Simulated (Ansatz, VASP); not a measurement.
# One calculation of CdTeSe3, two programs

```
Cd Te Se
1.0
     3.57513    2.06410    3.21990
    -3.57513    2.06410    3.21990
     0.00000   -4.12820    3.21990
Cd Te Se
1 1 3
Direct
  0.45918 0.45918 0.45918
  0.85258 0.85258 0.85258
  0.35994 0.86222 0.35994
  0.35994 0.35994 0.86222
  0.86222 0.35994 0.35994
```

Alike in both runs: task single point; functional PBE; k mesh 3 × 3 × 3; occupations gaussian, width 0.1 eV; no spin polarisation.

```csv
,VASP,Ansatz
version,VASP 6.6.1,Ansatz 0.2.0
potentials or method,"VASP PAW PBE potentials, release 64 (Cd, Te, Se), cutoff 520 eV","scalar-relativistic, plane waves, PAW"
valence electrons in the cell,36,84
```

Ansatz gave:

* gap on the k mesh at the Fermi level (eV): none
* pressure (GPa): 11.2
* traceless stress, the component that is largest in VASP (GPa): -9.16
* rms of the force components (eV/Å): 3.057

Question: Estimate VASP's values.

Answer: gap on the k mesh at the Fermi level (eV): none; pressure (GPa): 11.7; traceless stress, the component that is largest in VASP (GPa): -9.51; rms of the force components (eV/Å): 3.161.

Atom by atom the forces differ by 0.105 eV/Å (rms over components). A gap of «none» marks a metal or a gap that the smearing closes. VASP's potentials hold 36 valence electrons a cell and Ansatz's 84, so a difference there can come from the potentials and not from the codes.

The k mesh is coarse, so the values compare programs but aren't converged. Spin-orbit coupling is off throughout.
